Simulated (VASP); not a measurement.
# GaN (F-43m) in VASP: single point with r2SCAN

Aim: the single point of GaN with r2SCAN.

All numbers are computed with VASP 6.6.1; they aren't measurements. Logs are shortened: lines on timing, memory, paths and dates and some standing lists are left out, and cuts for length are marked.

### Step 1. The cell of the first run

The structure is cubic, space group F-43m (No. 216). Conventional cell: a = 4.507 Å, b = 4.507 Å, c = 4.507 Å, α = 90.00°, β = 90.00°, γ = 90.00°. Within 2.6 Å of Ga (site symmetry -43m) lie 4 N at 1.95 Å. N (site symmetry -43m) has 4 Ga at 1.95 Å within 2.6 Å.

### Step 2. Single point, r2SCAN

Contents of POSCAR:

```
GaN
1.0
    3.1869310000      0.0000000000      0.0000000000
    1.5934655000      2.7599632061      0.0000000000
    1.5934655000      0.9199877354      2.6021182652
Ga N
1 1
Direct
    0.0000000000      0.0000000000      0.0000000000
    0.7500000000      0.7500000000      0.7500000000
```

Contents of INCAR.step1:

```
SYSTEM = GaN
  PREC = Accurate
  ENCUT = 660
  ISMEAR = 0
  SIGMA = 0.02
  LREAL = .FALSE.
  LASPH = .TRUE.
  NELM = 120
  NBANDS = 16
  GGA = PE
  ALGO = Normal
  EDIFF = 1E-5
  LWAVE = .TRUE.
  LCHARG = .FALSE.
  GGA_COMPAT = .FALSE.
```

Contents of INCAR.step2:

```
SYSTEM = GaN
  PREC = Accurate
  ENCUT = 660
  EDIFF = 1E-6
  ISMEAR = 0
  SIGMA = 0.02
  LREAL = .FALSE.
  LASPH = .TRUE.
  NELM = 120
  ALGO = Normal
  ISIF = 2
  LWAVE = .FALSE.
  LCHARG = .FALSE.
  METAGGA = R2SCAN
  LMIXTAU = .TRUE.
  NBANDS = 16
  ISTART = 1
  GGA_COMPAT = .FALSE.
```

Contents of KPOINTS:

```
Automatic mesh
0
G
  6 6 6
  0 0 0
```

Potentials or basis: VASP PAW PBE potentials, release 64 (Ga_d, N).

Started as:

```
$ cat potpaw_PBE.64/Ga_d/POTCAR potpaw_PBE.64/N/POTCAR > POTCAR
$ cp INCAR.step1 INCAR
$ mpirun -np 1 vasp_std > vasp.out
$ cp INCAR.step2 INCAR
$ mpirun -np 1 vasp_std > vasp.out
```

OUTCAR:

```text
SYSTEM = GaN
   PREC = Accurate
   ENCUT = 660
   EDIFF = 1E-6
   ISMEAR = 0
   LREAL = .FALSE.
   LASPH = .TRUE.
   NELM = 120
   ISIF = 2
   METAGGA = R2SCAN
   ISTART = 1

 ion  position               nearest neighbor table
   1  0.000  0.000  0.000-   2 1.95   2 1.95   2 1.95   2 1.95
   2  0.750  0.750  0.750-   1 1.95   1 1.95   1 1.95   1 1.95

  LATTYP: Found a face centered cubic cell.
 ALAT       =     4.5070010425

  Lattice vectors:

 A1 = (   3.1869310000,   0.0000000000,   0.0000000000)
 A2 = (   1.5934655000,   2.7599632061,   0.0000000000)
 A3 = (   1.5934655000,   0.9199877354,   2.6021182652)

Analysis of symmetry for initial positions (statically):
=====================================================================
 Subroutine PRICEL returns:
 Original cell was already a primitive cell.

 Routine SETGRP: Setting up the symmetry group for a
 face centered cubic supercell.

 Subroutine GETGRP returns: Found 24 space group operations
 (whereof 24 operations were pure point group operations)
 out of a pool of 48 trial point group operations.

The static configuration has the point symmetry T_d .

Analysis of symmetry for dynamics (positions and initial velocities):
=====================================================================
 Subroutine PRICEL returns:
 Original cell was already a primitive cell.

 Routine SETGRP: Setting up the symmetry group for a
 face centered cubic supercell.

 Subroutine GETGRP returns: Found 24 space group operations
 (whereof 24 operations were pure point group operations)
 out of a pool of 48 trial point group operations.

The dynamic configuration has the point symmetry T_d .

 Subroutine INISYM returns: Found 24 space group operations
 (whereof 24 operations are pure point group operations),
 and found     1 'primitive' translations

----------------------------------------------------------------------------------------

                                     Primitive cell

  volume of cell :      22.8877

  direct lattice vectors                    reciprocal lattice vectors
     3.186931000  0.000000000  0.000000000     0.313781503 -0.181161835 -0.128100762
     1.593465500  2.759963206  0.000000000     0.000000000  0.362323671 -0.128100762
     1.593465500  0.919987735  2.602118265     0.000000000  0.000000000  0.384302287

  length of vectors
     3.186931000  3.186931000  3.186931000     0.384302287  0.384302287  0.384302287

[... 70 lines left out ...]
   NELM   =    120;   NELMIN=  2; NELMDL=  0     # of ELM steps
   EDIFF  = 0.1E-05   stopping-criterion for ELM
   LREAL  =      F    real-space projection
   EDIFFG = 0.1E-04   stopping-criterion for IOM
   NSW    =      0    number of steps for IOM
   IBRION =     -1    ionic relax: 0-MD 1-quasi-New 2-CG
   NFREE  =      0    steps in history (QN), initial steepest desc. (CG)
   ISIF   =      2    stress and relaxation
   ISYM   =      2    0-nonsym 1-usesym 2-fastsym
   POTIM  = 0.5000    time-step for ionic-motion
   TEBEG  =    0.0;   TEEND  =   0.0 temperature during run
   PSTRESS=    0.0 pullay stress
   NELECT =      18.0000    total number of electrons
   NUPDOWN=      -1.0000    fix difference up-down
   EMIN   =  10.00;   EMAX   =-10.00  energy-range for DOS
   EFERMI =   0.00;   METHOD = LEGACY
   ISMEAR =     0;   SIGMA  =   0.02  broadening in eV -4-tet -1-fermi 0-gaus
   EFERMI_NEDOS =   21; number of points for ismear=-14 and -15
   IALGO  =     38    algorithm
   IMIX   =      4    mixing-type and parameters
     AMIX     =   0.40;   BMIX     =  1.00
     AMIX_MAG =   1.60;   BMIX_MAG =  1.00
  volume/ion in A,a.u.               =      11.44        77.23
  Fermi-wavevector in a.u.,A,eV,Ry     =   1.511117  2.855596 31.068545  2.283474
  Thomas-Fermi vector in A             =   2.621217
   LORBIT       =      0    0 simple, 1 ext, 2 COOP (PROOUT), +10 PAW based schemes
   METAGGA = R2SCAN    functional components
   LHFCALC =     F    Hartree Fock is set to
   AEXX    =    0.0000 exact exchange contribution
   IVDW    =     0    specifies the selected vdW correction
   LEPSILON=     F    determine dielectric tensor
   LRPA    =     F    only Hartree local field effects (RPA)
 non-spin polarized calculation
 Gauss-broadening in eV      SIGMA  =   0.02
  energy-cutoff  :      660.00
  volume of cell :       22.89
 maximum number of plane-waves:       899
   NGX = 13   NGY = 13   NGZ = 13

 number of electron      18.0000005 magnetization

 Free energy of the ion-electron system (eV)
  ---------------------------------------------------
  ext. energy  EPLUGINS =         0.00000000
  ---------------------------------------------------
  free energy    TOTEN  =       -21.89415293 eV

  energy without entropy =      -21.89415293  energy(sigma->0) =      -21.89415293

 E-fermi :   5.2149     XC(G=0): -12.6336

 val. band max:        5.0204203131   @ k =   0.0000   0.0000   0.0000
 cond. band min:       7.1381340294   @ k =   0.0000   0.0000   0.0000
 fundamental gap:      2.1177137163
 Fermi energy:         5.2149025009

 k-point     1 :       0.0000    0.0000    0.0000
  band No.  band energies     occupation
      1     -11.7113      2.00000
      2      -8.8161      2.00000
      3      -8.8161      2.00000
      4      -8.8161      2.00000
      5      -8.4655      2.00000
      6      -8.4655      2.00000
[... 281 lines left out ...]
      3      -8.5976      2.00000
      4      -8.4866      2.00000
      5      -8.4255      2.00000
      6      -6.7444      2.00000
[... 8 lines left out ...]
     15      26.6455      0.00000
     16      29.1136      0.00000

------------------------ aborting loop because EDIFF is reached ----------------------------------------

  FORCE on cell =-STRESS in cart. coord.  units (eV):
  Direction    XX          YY          ZZ          XY          YZ          ZX
  --------------------------------------------------------------------------------------
  -------------------------------------------------------------------------------------
  Total       -0.0140797     -0.0140797     -0.0140797      0.0000000     -0.0000000      0.0000000
  in kB       -0.9856040     -0.9856040     -0.9856040      0.0000000     -0.0000000      0.0000000
  external PRESSURE =      -0.9856040 kB  Pullay stress =       0.0000000 kB

 VOLUME and BASIS-vectors are now :
 -----------------------------------------------------------------------------
  energy-cutoff  :      660.00
  volume of cell :       22.89
      direct lattice vectors                 reciprocal lattice vectors
     3.186931000  0.000000000  0.000000000     0.313781503 -0.181161835 -0.128100762
     1.593465500  2.759963206  0.000000000     0.000000000  0.362323671 -0.128100762
     1.593465500  0.919987735  2.602118265     0.000000000  0.000000000  0.384302287

 POSITION                                       TOTAL-FORCE (eV/Angst)
 -----------------------------------------------------------------------------------
      0.00000      0.00000      0.00000         0.000000     -0.000000      0.000000
      4.78040      2.75996      1.95159        -0.000000      0.000000     -0.000000
 -----------------------------------------------------------------------------------
    total drift:                                0.000002      0.000001      0.000001

  FREE ENERGIE OF THE ION-ELECTRON SYSTEM (eV)
  ---------------------------------------------------
  free  energy   TOTEN  =       -21.8941529305 eV

  energy  without entropy=      -21.8941529305  energy(sigma->0) =      -21.89415293
```

It took 98 s on 1 thread of Intel Xeon 8259CL, shared host; peak memory 0.17 GiB.

Results:

- Free energy: -21.8942 eV
- Pressure: -0.1 GPa
- Band gap on the k mesh: 2.12 eV, direct

Caveat: the PAW data sets were made with another functional, which shifts forces and pressure a little. r2SCAN opens gaps a little over a GGA but as a rule still falls short of measured ones.
